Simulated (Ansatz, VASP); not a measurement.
**BN: VASP beside Ansatz**

Contents of INCAR:

```
SYSTEM = BN
ALGO = Normal ; EDIFF = 1E-6
EDIFFG = -0.01 ; ENCUT = 520
GGA = PS ; IBRION = 2
ISIF = 2 ; ISMEAR = 0
LASPH = .TRUE. ; LCHARG = .FALSE.
LREAL = .FALSE. ; LWAVE = .FALSE.
NELM = 100 ; NSW = 50
PREC = Accurate ; SIGMA = 0.05
```

KPOINTS

```
k-points
0
G
  12 12 4
  0 0 0
```

The input POSCAR:

```
BN
1.0
    2.2283608255      0.0000000000      0.0000000000
   -1.1141804128      2.1683338019      0.0000000000
    0.0000000000      0.0000000000      6.2603464348
B N
2 2
Direct
    0.3333333333      0.6666666667      0.2500000000
    0.6666666667      0.3333333333      0.7500000000
    0.3333333333      0.6666666667      0.7500000000
    0.6666666667      0.3333333333      0.2500000000
```

Input for Ansatz:

```yaml
crystal:
  lattice:
    - [2.2283608255, 0.0, 0.0]
    - [-1.1141804128, 2.1683338019, 0.0]
    - [0.0, 0.0, 6.2603464348]
  atoms:
    - { symbol: B, position: [0.3333333333, 0.6666666667, 0.25] }
    - { symbol: B, position: [0.6666666667, 0.3333333333, 0.75] }
    - { symbol: "N", position: [0.3333333333, 0.6666666667, 0.75] }
    - { symbol: "N", position: [0.6666666667, 0.3333333333, 0.25] }
basis:
  ecutwfc: 520.0
kpoints:
  mp_grid: { grid: [12, 12, 4] }
hamiltonian:
  xc: pbesol
  pseudopotentials: { kind: paw, azcp: { folder: soft_1 } }
scf:
  occupations: { method: gaussian, width: 0.05 }
output:
  forces: true
  stress: true
  eigenvalues: true
relax:
  adjacent_minimum: "off"
  f_tol: 0.01
  max_steps: 30
```

Change from the starting cell: normal strain along x -0.1100, normal strain along z -0.1100.

Alike in both runs: task relaxation of the atoms; functional PBEsol; k mesh 12 × 12 × 4; occupations gaussian, width 0.05 eV; no spin polarisation.

|  | VASP | Ansatz |
| --- | --- | --- |
| version | VASP 6.6.1 | Ansatz 0.2.0 |
| potentials or method | VASP PAW PBE potentials, release 64 (B, N), cutoff 520 eV | scalar-relativistic, plane waves, PAW |
| valence electrons in the cell | 16 | 16 |

|  | VASP | Ansatz | Ansatz less VASP |
| --- | --- | --- | --- |
| gap on the k mesh at the Fermi level, each at its own relaxed structure (eV) | 3.51 | 3.50 | -0.013 |

VASP's potentials were made for PBE, not for PBEsol, and Ansatz warns of the same on its side. Ansatz's warnings: stress scf threshold loose.
